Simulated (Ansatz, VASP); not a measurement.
## Two plane-wave programs on RbCaH3

```
Rb Ca H
1.0
     4.54700    0.00000    0.00000
     0.00000    4.54700    0.00000
     0.00000    0.00000    4.54700
Rb Ca H
1 1 3
Direct
  0.00000 0.00000 0.00000
  0.50000 0.50000 0.50000
  0.00000 0.50000 0.50000
  0.50000 0.00000 0.50000
  0.50000 0.50000 0.00000
```

Alike in both runs: task single point; functional LDA; k mesh 6 × 6 × 6; occupations gaussian, width 0.05 eV; no spin polarisation.

|  | VASP | Ansatz |
| --- | --- | --- |
| version | VASP 6.6.1 | Ansatz 0.2.0 |
| potentials or method | VASP PAW LDA potentials, release 64 (Rb_sv, Ca_sv, H), cutoff 520 eV | scalar-relativistic, plane waves, PAW |
| valence electrons in the cell | 22 | 22 |

VASP gave:

| Quantity | Value |
| --- | --- |
| gap on the k mesh at the Fermi level (eV) | 2.92 |
| least direct gap on the mesh (eV) | 2.92 |
| pressure (GPa) | -2.4 |

Q: Estimate Ansatz's values.

A: gap on the k mesh at the Fermi level (eV): 2.93; least direct gap on the mesh (eV): 2.93; pressure (GPa): -2.4.

LDA's correlation is that of Perdew and Zunger in VASP and of Perdew and Wang (1992) in Ansatz.
